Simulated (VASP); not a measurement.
# GaN (P6_3mc) in VASP: settings compared

GaN is run at these levels: PBEsol, LDA, PBE, r2SCAN; tasks: single point.

Everything below comes from runs of VASP 6.6.1. Logs are shortened: lines on timing, memory, paths and dates and some standing lists are left out, and cuts for length are marked.

**1. The cell of the first run**

Symmetry: P6_3mc, No. 186, hexagonal system. Conventional cell: a = 3.275 Å, b = 3.275 Å, c = 10.560 Å, α = 90.00°, β = 90.00°, γ = 120.00°. Ga (site symmetry 3m) has 4 N at 1.99 to 2.04 Å within 2.6 Å. Ga (site symmetry 3m) has 3 N at 1.98 Å within 2.6 Å. N (site symmetry 3m) has 4 Ga at 1.98 to 2.04 Å within 2.6 Å. N (site symmetry 3m) has 3 Ga at 1.99 Å within 2.6 Å.

**2. Single point, PBEsol**

Input file INCAR:

```
ALGO = Normal
EDIFF = 1E-6
ENCUT = 520
GGA = PS
ISIF = 2
ISMEAR = -1
LASPH = T
LCHARG = F
LREAL = F
LWAVE = F
NBANDS = 46
NELM = 80
PREC = Accurate
SIGMA = 0.05
```

Input file KPOINTS:

```
k-points
0
Gamma
  10 10 3
```

Input file POSCAR:

```
GaN
1.0
    3.2745251067      0.0000000000      0.0000000000
   -1.6372625534      2.8358219278      0.0000000000
    0.0000000000      0.0000000000     10.5599668638
Ga N
4 4
Direct
    0.0000000000      0.0000000000      0.7858680000
    0.6666666667      0.3333333333      0.0373490000
    0.3333333333      0.6666666667      0.5373490000
    0.0000000000      0.0000000000      0.2858680000
    0.0000000000      0.0000000000      0.0930380000
    0.6666666667      0.3333333333      0.3437450000
    0.0000000000      0.0000000000      0.5930380000
    0.3333333333      0.6666666667      0.8437450000
```

Potentials or basis: VASP PAW PBE potentials, release 64 (Ga_d, N).

The run is started by

```bash
> cat potpaw_PBE.64/Ga_d/POTCAR potpaw_PBE.64/N/POTCAR > POTCAR
> mpirun -np 1 vasp_std > vasp.out
```

OUTCAR:

```text
EDIFF = 1E-6
   ENCUT = 520
   GGA = PS
   ISIF = 2
   ISMEAR = -1
   LASPH = T
   LREAL = F
   NELM = 80
   PREC = Accurate

 ion  position               nearest neighbor table
   1  0.000  0.000  0.786-   8 1.99   8 1.99   8 1.99   7 2.04
   2  0.667  0.333  0.037-   5 1.98   5 1.98   5 1.98
   3  0.333  0.667  0.537-   7 1.98   7 1.98   7 1.98
   4  0.000  0.000  0.286-   6 1.99   6 1.99   6 1.99   5 2.04
   5  0.000  0.000  0.093-   2 1.98   2 1.98   2 1.98   4 2.04
   6  0.667  0.333  0.344-   4 1.99   4 1.99   4 1.99
   7  0.000  0.000  0.593-   3 1.98   3 1.98   3 1.98   1 2.04
   8  0.333  0.667  0.844-   1 1.99   1 1.99   1 1.99

  LATTYP: Found a hexagonal cell.
 ALAT       =     3.2745251067
 C/A-ratio  =     3.2248849893

  Lattice vectors:

 A1 = (   3.2745251067,   0.0000000000,   0.0000000000)
 A2 = (  -1.6372625534,   2.8358219278,   0.0000000000)
 A3 = (   0.0000000000,   0.0000000000,  10.5599668638)

Analysis of symmetry for initial positions (statically):
=====================================================================
 Subroutine PRICEL returns:
 Original cell was already a primitive cell.

 Routine SETGRP: Setting up the symmetry group for a
 hexagonal supercell.

 Subroutine GETGRP returns: Found 12 space group operations
 (whereof  6 operations were pure point group operations)
 out of a pool of 24 trial point group operations.

The static configuration has the point symmetry C_3v.
 The point group associated with its full space group is C_6v.

Analysis of symmetry for dynamics (positions and initial velocities):
=====================================================================
 Subroutine PRICEL returns:
 Original cell was already a primitive cell.

 Routine SETGRP: Setting up the symmetry group for a
 hexagonal supercell.

 Subroutine GETGRP returns: Found 12 space group operations
 (whereof  6 operations were pure point group operations)
 out of a pool of 24 trial point group operations.

The dynamic configuration has the point symmetry C_3v.
 The point group associated with its full space group is C_6v.

 Subroutine INISYM returns: Found 12 space group operations
 (whereof  6 operations are pure point group operations),
 and found     1 'primitive' translations

----------------------------------------------------------------------------------------

                                     Primitive cell

  volume of cell :      98.0595

  direct lattice vectors                    reciprocal lattice vectors
     3.274525107  0.000000000  0.000000000     0.305387794  0.176315725  0.000000000
    -1.637262553  2.835821928  0.000000000     0.000000000  0.352631451  0.000000000
     0.000000000  0.000000000 10.559966864     0.000000000  0.000000000  0.094697267

  length of vectors
     3.274525107  3.274525107 10.559966864     0.352631451  0.352631451  0.094697267

  position of ions in fractional coordinates (direct lattice)
     0.000000000  0.000000000  0.785868000
     0.666666667  0.333333333  0.037349000
     0.333333333  0.666666667  0.537349000
     0.000000000  0.000000000  0.285868000
     0.000000000  0.000000000  0.093038000
     0.666666667  0.333333333  0.343745000
     0.000000000  0.000000000  0.593038000
     0.333333333  0.666666667  0.843745000

  ion indices of the primitive-cell ions
   primitive index   ion index
                 1           1
                 2           2
                 3           3
                 4           4
                 5           5
                 6           6
                 7           7
                 8           8

----------------------------------------------------------------------------------------

 KPOINTS: k-points

Automatic generation of k-mesh.
 Grid dimensions read from file:
 generate k-points for:   10   10    3

 Generating k-lattice:

  Cartesian coordinates                     Fractional coordinates (reciprocal lattice)
     0.030538779  0.017631573  0.000000000     0.100000000  0.000000000  0.000000000
     0.000000000  0.035263145  0.000000000     0.000000000  0.100000000  0.000000000
     0.000000000  0.000000000  0.031565756     0.000000000  0.000000000  0.333333333

  Length of vectors
     0.035263145  0.035263145  0.031565756

  Shift w.r.t. Gamma in fractional coordinates (k-lattice)
     0.000000000  0.000000000  0.000000000

 Subroutine IBZKPT returns following result:
 ===========================================

 Found     28 irreducible k-points:

 Following reciprocal coordinates:
            Coordinates               Weight
  0.000000  0.000000  0.000000      1.000000
  0.100000 -0.000000  0.000000      6.000000
  0.200000 -0.000000  0.000000      6.000000
  0.300000  0.000000  0.000000      6.000000
  0.400000 -0.000000  0.000000      6.000000
  0.500000 -0.000000  0.000000      3.000000
[... 16 lines left out ...]
  0.300000  0.100000  0.333333     24.000000
  0.400000  0.100000  0.333333     24.000000
 [... further k-points ...]
   k-points           NKPTS =     28   k-points in BZ     NKDIM =     28   number of bands    NBANDS=     46
   number of dos      NEDOS =    301   number of ions     NIONS =      8
   total plane-waves  NPLWV =  46080
   dimension x,y,z NGX =    24 NGY =   24 NGZ =   80
   dimension x,y,z NGXF=    48 NGYF=   48 NGZF=  160
   ions per type =               4   4
   NGX,Y,Z   is equivalent  to a cutoff of  12.18, 12.18, 12.59 a.u.
   NGXF,Y,Z  is equivalent  to a cutoff of  24.37, 24.37, 25.19 a.u.
 SYSTEM =  unknown system
   PREC   = accura    normal or accurate (medium, high low for compatibility)
   ISTART =      0    job   : 0-new  1-cont  2-samecut
   ICHARG =      2    charge: 1-file 2-atom 10-const
   ISPIN  =      1    spin polarized calculation?
   LNONCOLLINEAR =      F non collinear calculations
   LSORBIT =      F    spin-orbit coupling
   LASPH  =      T    aspherical Exc in radial PAW
   ENCUT  =  520.0 eV  38.22 Ry    6.18 a.u.   6.09  6.09 19.63*2*pi/ulx,y,z
   NELM   =     80;   NELMIN=  2; NELMDL= -5     # of ELM steps
   EDIFF  = 0.1E-05   stopping-criterion for ELM
   LREAL  =      F    real-space projection
   EDIFFG = 0.1E-04   stopping-criterion for IOM
   NSW    =      0    number of steps for IOM
   IBRION =     -1    ionic relax: 0-MD 1-quasi-New 2-CG
   NFREE  =      0    steps in history (QN), initial steepest desc. (CG)
   ISIF   =      2    stress and relaxation
   ISYM   =      2    0-nonsym 1-usesym 2-fastsym
   POTIM  = 0.5000    time-step for ionic-motion
   TEBEG  =    0.0;   TEEND  =   0.0 temperature during run
   PSTRESS=    0.0 pullay stress
   NELECT =      72.0000    total number of electrons
   NUPDOWN=      -1.0000    fix difference up-down
   EMIN   =  10.00;   EMAX   =-10.00  energy-range for DOS
   EFERMI =   0.00;   METHOD = LEGACY
   ISMEAR =    -1;   SIGMA  =   0.05  broadening in eV -4-tet -1-fermi 0-gaus
   EFERMI_NEDOS =   21; number of points for ismear=-14 and -15
   IALGO  =     38    algorithm
   IMIX   =      4    mixing-type and parameters
     AMIX     =   0.40;   BMIX     =  1.00
     AMIX_MAG =   1.60;   BMIX_MAG =  1.00
  volume/ion in A,a.u.               =      12.26        82.72
  Fermi-wavevector in a.u.,A,eV,Ry     =   1.476916  2.790966 29.678117  2.181280
  Thomas-Fermi vector in A             =   2.591384
   LORBIT       =      0    0 simple, 1 ext, 2 COOP (PROOUT), +10 PAW based schemes
   GGA     = PS    functional components
   LHFCALC =     F    Hartree Fock is set to
   AEXX    =    0.0000 exact exchange contribution
   IVDW    =     0    specifies the selected vdW correction
   LEPSILON=     F    determine dielectric tensor
   LRPA    =     F    only Hartree local field effects (RPA)
 non-spin polarized calculation
  energy-cutoff  :      520.00
  volume of cell :       98.06
 maximum number of plane-waves:      2667
   NGX = 13   NGY = 13   NGZ = 39

 number of electron      72.0000011 magnetization

 Free energy of the ion-electron system (eV)
  ---------------------------------------------------
  ext. energy  EPLUGINS =         0.00000000
  ---------------------------------------------------
  free energy    TOTEN  =       -49.81285518 eV

  energy without entropy =      -49.81270968  energy(sigma->0) =      -49.81278243

 E-fermi :   5.1775     XC(G=0): -11.6222

 val. band max:        4.9525218031   @ k =   0.0000   0.0000   0.0000
 cond. band min:       5.3347284790   @ k =   0.0000   0.0000   0.0000
 fundamental gap:      0.3822066759
 Fermi energy:         5.1775240099

 k-point     1 :       0.0000    0.0000    0.0000
  band No.  band energies     occupation
      1     -10.9992      2.00000
      2     -10.7686      2.00000
      3      -9.9680      2.00000
      4      -9.9521      2.00000
      5      -9.3646      2.00000
      6      -9.3646      2.00000
[... 38 lines left out ...]
     45      13.1639      0.00000
     46      13.8455      0.00000

 k-point     2 :       0.1000   -0.0000    0.0000
  band No.  band energies     occupation
      1     -10.9242      2.00000
      2     -10.7214      2.00000
      3      -9.9241      2.00000
      4      -9.9224      2.00000
      5      -9.3785      2.00000
      6      -9.3777      2.00000
[... 38 lines left out ...]
     45      13.4745      0.00000
     46      13.5992      0.00000

 k-point     3 :       0.2000   -0.0000    0.0000
  band No.  band energies     occupation
      1     -10.7487      2.00000
      2     -10.6160      2.00000
      3      -9.8503      2.00000
      4      -9.8240      2.00000
      5      -9.3893      2.00000
      6      -9.3829      2.00000
[... 38 lines left out ...]
     45      12.9924      0.00000
     46      13.4312      0.00000

 k-point     4 :       0.3000    0.0000    0.0000
  band No.  band energies     occupation
      1     -10.5913      2.00000
      2     -10.5256      2.00000
      3      -9.7628      2.00000
      4      -9.7395      2.00000
      5      -9.3808      2.00000
      6      -9.3662      2.00000
[... 920 lines left out ...]
     45      12.7732      0.00000
     46      13.1271      0.00000

 k-point    23 :       0.3000    0.1000    0.3333
  band No.  band energies     occupation
      1     -10.5219      2.00000
      2     -10.5005      2.00000
      3      -9.7212      2.00000
      4      -9.7124      2.00000
      5      -9.3684      2.00000
      6      -9.3623      2.00000
[... 38 lines left out ...]
     45      13.3031      0.00000
     46      13.5951      0.00000

 k-point    24 :       0.4000    0.1000    0.3333
  band No.  band energies     occupation
      1     -10.4876      2.00000
      2     -10.4744      2.00000
      3      -9.6947      2.00000
      4      -9.6873      2.00000
      5      -9.3590      2.00000
      6      -9.3511      2.00000
[... 38 lines left out ...]
     45      13.4515      0.00000
     46      13.8765      0.00000

 [... further k-points ...]
[... 5 lines left out ...]
  --------------------------------------------------------------------------------------
  -------------------------------------------------------------------------------------
  Total      -11.0065173    -11.0065173     -4.0783571      0.0000000      0.0000000     -0.0000000
  in kB     -179.8335295   -179.8335295    -66.6355516      0.0000000      0.0000000     -0.0000000
  external PRESSURE =    -142.1008702 kB  Pullay stress =       0.0000000 kB

 VOLUME and BASIS-vectors are now :
 -----------------------------------------------------------------------------
  energy-cutoff  :      520.00
  volume of cell :       98.06
      direct lattice vectors                 reciprocal lattice vectors
     3.274525107  0.000000000  0.000000000     0.305387794  0.176315725  0.000000000
    -1.637262553  2.835821928  0.000000000     0.000000000  0.352631451  0.000000000
     0.000000000  0.000000000 10.559966864     0.000000000  0.000000000  0.094697267

 POSITION                                       TOTAL-FORCE (eV/Angst)
 -----------------------------------------------------------------------------------
      0.00000      0.00000      8.29874         0.000000      0.000000      0.061463
      1.63726      0.94527      0.39440        -0.000000     -0.000000      0.294164
     -0.00000      1.89055      5.67439         0.000000     -0.000000      0.294164
      0.00000      0.00000      3.01876        -0.000000     -0.000000      0.061463
      0.00000      0.00000      0.98248        -0.000000     -0.000000     -0.261397
      1.63726      0.94527      3.62994        -0.000000     -0.000000     -0.094230
      0.00000      0.00000      6.26246         0.000000      0.000000     -0.261397
     -0.00000      1.89055      8.90992         0.000000      0.000000     -0.094230
 -----------------------------------------------------------------------------------
    total drift:                                0.000001      0.000001     -0.000540

  FREE ENERGIE OF THE ION-ELECTRON SYSTEM (eV)
  ---------------------------------------------------
  free  energy   TOTEN  =       -49.8128551849 eV

  energy  without entropy=      -49.8127096782  energy(sigma->0) =      -49.81278243
```

Run time: 94 s. Hardware: 1 thread of Intel Xeon Platinum 8488C (Sapphire Rapids), shared host; peak memory 0.24 GiB.

What came out:

```yaml
Free_energy: -49.8129 eV
Pressure: -14.2 GPa
Largest_force: 0.294 eV/Å
Band_gap_on_the_k_mesh: 0.38 eV, direct
```

Forces in eV/Å, atoms in the order of the input:
```
Ga   0.000  0.000  0.061
Ga   0.000  0.000  0.294
Ga   0.000  0.000  0.294
Ga   0.000  0.000  0.061
N    0.000  0.000 -0.261
N    0.000  0.000 -0.094
N    0.000  0.000 -0.261
N    0.000  0.000 -0.094
```

Stress tensor (GPa, compression positive):
```
-17.98   0.00   0.00
  0.00 -17.98   0.00
  0.00   0.00  -6.66
```

Caveat: the PAW data sets were made with another functional, which shifts forces and pressure a little.

**3. Single point, LDA**

This run uses another cell than the first one, of 11.56 Å³/atom, 0.943 times its volume.

Input file INCAR:

```
SYSTEM = GaN
PREC = Accurate
ENCUT = 520
EDIFF = 1E-7
ISMEAR = -1
SIGMA = 0.05
LREAL = .FALSE.
LASPH = .TRUE.
NELM = 100
ALGO = Normal
ISIF = 2
LWAVE = .FALSE.
LCHARG = .FALSE.
NBANDS = 46
```

Input file KPOINTS:

```
regular mesh
0
G
  10 10 3
  0 0 0
```

POSCAR: that of step 2 with these lines changed.

```diff
@@ -2,5 +2,5 @@
 1.0
-    3.2745251067      0.0000000000      0.0000000000
-   -1.6372625534      2.8358219278      0.0000000000
-    0.0000000000      0.0000000000     10.5599668638
+    3.2115377864      0.0000000000      0.0000000000
+   -1.6057688932      2.7812733083      0.0000000000
+    0.0000000000      0.0000000000     10.3568400000
 Ga N
```

Potentials or basis: VASP PAW LDA potentials, release 64 (Ga_d, N).

The run is started by

```bash
> cat potpaw_LDA.64/Ga_d/POTCAR potpaw_LDA.64/N/POTCAR > POTCAR
> mpirun -np 1 vasp_std > vasp.out
```

OUTCAR:

```text
SYSTEM = GaN
   PREC = Accurate
   ENCUT = 520
   EDIFF = 1E-7
   ISMEAR = -1
   LREAL = .FALSE.
   LASPH = .TRUE.
   NELM = 100
   ISIF = 2

 ion  position               nearest neighbor table
   1  0.000  0.000  0.786-   8 1.95   8 1.95   8 1.95   7 2.00
   2  0.667  0.333  0.037-   5 1.94   5 1.94   5 1.94
   3  0.333  0.667  0.537-   7 1.94   7 1.94   7 1.94
   4  0.000  0.000  0.286-   6 1.95   6 1.95   6 1.95   5 2.00
   5  0.000  0.000  0.093-   2 1.94   2 1.94   2 1.94   4 2.00
   6  0.667  0.333  0.344-   4 1.95   4 1.95   4 1.95
   7  0.000  0.000  0.593-   3 1.94   3 1.94   3 1.94   1 2.00
   8  0.333  0.667  0.844-   1 1.95   1 1.95   1 1.95

  LATTYP: Found a hexagonal cell.
 ALAT       =     3.2115377864
 C/A-ratio  =     3.2248849893

  Lattice vectors:

 A1 = (   3.2115377864,   0.0000000000,   0.0000000000)
 A2 = (  -1.6057688932,   2.7812733083,   0.0000000000)
 A3 = (   0.0000000000,   0.0000000000,  10.3568400000)

Analysis of symmetry for initial positions (statically):
=====================================================================
 Subroutine PRICEL returns:
 Original cell was already a primitive cell.
[... 185 lines left out ...]

 val. band max:        5.4315502498   @ k =   0.0000   0.0000   0.0000
 cond. band min:       6.2670285530   @ k =   0.0000   0.0000   0.0000
 fundamental gap:      0.8354783032
 Fermi energy:         5.8783839870

 k-point     1 :       0.0000    0.0000    0.0000
  band No.  band energies     occupation
      1     -10.8414      2.00000
      2     -10.5608      2.00000
      3      -9.7624      2.00000
      4      -9.7174      2.00000
      5      -9.0475      2.00000
      6      -9.0475      2.00000
[... 1165 lines left out ...]
     45      14.2092      0.00000
     46      14.6967      0.00000

 [... further k-points ...]
[... 5 lines left out ...]
  --------------------------------------------------------------------------------------
  -------------------------------------------------------------------------------------
  Total       -7.7847043     -7.7847043     -2.1794966      0.0000000     -0.0000000      0.0000000
  in kB     -134.8244734   -134.8244734    -37.7470315      0.0000000     -0.0000000      0.0000000
  external PRESSURE =    -102.4653261 kB  Pullay stress =       0.0000000 kB

 VOLUME and BASIS-vectors are now :
 -----------------------------------------------------------------------------
  energy-cutoff  :      520.00
  volume of cell :       92.51
      direct lattice vectors                 reciprocal lattice vectors
     3.211537786  0.000000000  0.000000000     0.311377311  0.179773774  0.000000000
    -1.605768893  2.781273308  0.000000000     0.000000000  0.359547549  0.000000000
     0.000000000  0.000000000 10.356840000     0.000000000  0.000000000  0.096554548

 POSITION                                       TOTAL-FORCE (eV/Angst)
 -----------------------------------------------------------------------------------
      0.00000      0.00000      8.13911         0.000000     -0.000000      0.033671
      1.60577      0.92709      0.38682        -0.000000      0.000000      0.055518
     -0.00000      1.85418      5.56524         0.000000     -0.000000      0.055518
      0.00000      0.00000      2.96069        -0.000000      0.000000      0.033671
      0.00000      0.00000      0.96358        -0.000000      0.000000     -0.211270
      1.60577      0.92709      3.56011        -0.000000      0.000000      0.122082
      0.00000      0.00000      6.14200         0.000000     -0.000000     -0.211270
     -0.00000      1.85418      8.73853         0.000000      0.000000      0.122082
 -----------------------------------------------------------------------------------
    total drift:                                0.000001      0.000001     -0.001509

  FREE ENERGIE OF THE ION-ELECTRON SYSTEM (eV)
  ---------------------------------------------------
  free  energy   TOTEN  =       -53.2577618713 eV

  energy  without entropy=      -53.2577591146  energy(sigma->0) =      -53.25776049
```

Run time: 2.4 min. Hardware: 1 thread of Intel Xeon Platinum 8375C at 2.90GHz (Ice Lake), shared host; peak memory 0.22 GiB.

Results:

```yaml
Free_energy: -53.2578 eV
Pressure: -10.2 GPa
Largest_force: 0.211 eV/Å
Band_gap_on_the_k_mesh: 0.84 eV, direct
```

Forces on the atoms (eV/Å):
```
Ga   0.000  0.000  0.034
Ga   0.000  0.000  0.056
Ga   0.000  0.000  0.056
Ga   0.000  0.000  0.034
N    0.000  0.000 -0.211
N    0.000  0.000  0.122
N    0.000  0.000 -0.211
N    0.000  0.000  0.122
```

A hybrid or GW would open this gap; LDA tends to underestimate it.

(Part 1 of 2 ends here.)
